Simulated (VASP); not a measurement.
Here is a VASP 6.6.1 calculation.

File INCAR:

```
PREC = Accurate
ENCUT = 520
EDIFF = 1E-7
ISMEAR = 0
SIGMA = 0.1
LREAL = F
LASPH = T
NELM = 80
ALGO = Normal
ISIF = 2
LWAVE = F
LCHARG = T
GGA = PE
LELF = T
LVHAR = T
NBANDS = 20
```

KPOINTS

```
regular mesh
0
Gamma
  18 18 4
```

The input POSCAR:

```
Li3Si2N
1.0
    2.7099830211      0.0000000000      0.0000000000
   -1.3549915105      2.3469141401      0.0000000000
    0.0000000000      0.0000000000     11.8894410493
Li Si N
3 2 1
Direct
    0.6666666667      0.3333333333      0.8979698140
    0.3333333333      0.6666666667      0.1020301860
    0.0000000000      0.0000000000      0.5000000000
    0.6666666667      0.3333333333      0.3148714158
    0.3333333333      0.6666666667      0.6851285842
    0.0000000000      0.0000000000      0.0000000000
```

Potentials or basis: VASP PAW PBE potentials, release 64 (Li_sv, Si, N).

Launch:

```bash
$ cat potpaw_PBE.64/Li_sv/POTCAR potpaw_PBE.64/Si/POTCAR potpaw_PBE.64/N/POTCAR > POTCAR
$ mpirun -np 1 vasp_std > vasp.out
```

Predict the band gap on the k mesh.

zero (bands 11 and 12 overlap by 4.13 eV).

Predict the largest force.

0.023 eV/Å.

Forces in eV/Å, atoms in the order of the input:
```
Li   0.000  0.000 -0.023
Li   0.000  0.000  0.023
Li   0.000  0.000  0.000
Si   0.000  0.000 -0.002
Si   0.000  0.000  0.002
N    0.000  0.000  0.000
```
